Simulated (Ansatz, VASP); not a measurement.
**Eu: VASP beside Ansatz**

INCAR

```
SYSTEM = Eu
ALGO     = Normal         ! electronic algorithm
EDIFF    = 1E-8           ! SCF threshold, eV
ENCUT    = 520            ! plane-wave cutoff, eV
GGA      = PE             ! functional
ISIF     = 2              ! what is computed and relaxed
ISMEAR   = -1             ! smearing method
ISPIN    = 2              ! spin polarisation
LASPH    = .True.         ! aspherical terms in the spheres
LCHARG   = .False.        ! write CHGCAR
LEFG     = .True.       
LMAXMIX  = 6              ! l up to which the mixer works
LORBIT   = 11             ! projections on sites
LREAL    = .False.        ! projectors in reciprocal space
LWAVE    = .False.        ! write WAVECAR
MAGMOM   = 7              ! initial moments
NBANDS   = 18             ! bands
NELM     = 150            ! most SCF steps
PREC     = Accurate       ! precision mode
SIGMA    = 0.03           ! smearing width, eV
```

File KPOINTS:

```
k-points
0
Gamma
  11 11 11
  0 0 0
```

Contents of POSCAR:

```
Eu
1.0
   -2.3201289774      2.3201289774      2.3201289774
    2.3201289774     -2.3201289774      2.3201289774
    2.3201289774      2.3201289774     -2.3201289774
Eu
1
Direct
    0.0000000000      0.0000000000      0.0000000000
```

Input for Ansatz:

```yaml
crystal:
  lattice:
    - [-2.3201289774, 2.3201289774, 2.3201289774]
    - [2.3201289774, -2.3201289774, 2.3201289774]
    - [2.3201289774, 2.3201289774, -2.3201289774]
  atoms:
    - { symbol: Eu, position: [0.0, 0.0, 0.0], spin: 7.0 }
magnetization:
  spin_polarized: true
kpoints:
  mp_grid: { grid: [11, 11, 11] }
scf:
  occupations: { method: fermi_dirac, width: 0.03 }
hamiltonian:
  xc: pbe
  pseudopotentials: { kind: paw }
output:
  forces: true
  stress: true
  eigenvalues: true
  efg: { contact_densities: true }
```

Change from the starting cell: volume scaled by 1.06, PAW files.

Alike in both runs: task electric field gradients; functional PBE; k mesh 11 × 11 × 11; occupations fermi-dirac, width 0.03 eV; collinear spin.

```csv
,VASP,Ansatz
version,VASP 6.6.1,Ansatz 0.2.0
potentials or method,"VASP PAW PBE potentials, release 64 (Eu)","PAW with Ansatz's default frozen-core files, scalar-relativistic"
plane-wave cutoff (eV),520,420
valence electrons in the cell,17,17
```

|  | VASP | Ansatz | Ansatz less VASP |
| --- | --- | --- | --- |
| pressure (GPa) | -2.0 | -1.7 | +0.26 |
| net moment per atom (μB) | 7.35 | 7.36 | +0.003 |
| size of the moment on the site where the two differ most (μB) | 6.70 | 7.09 | +0.391 |

Site moments also hang on the region over which each program counts them.

Spin-orbit coupling is off throughout.
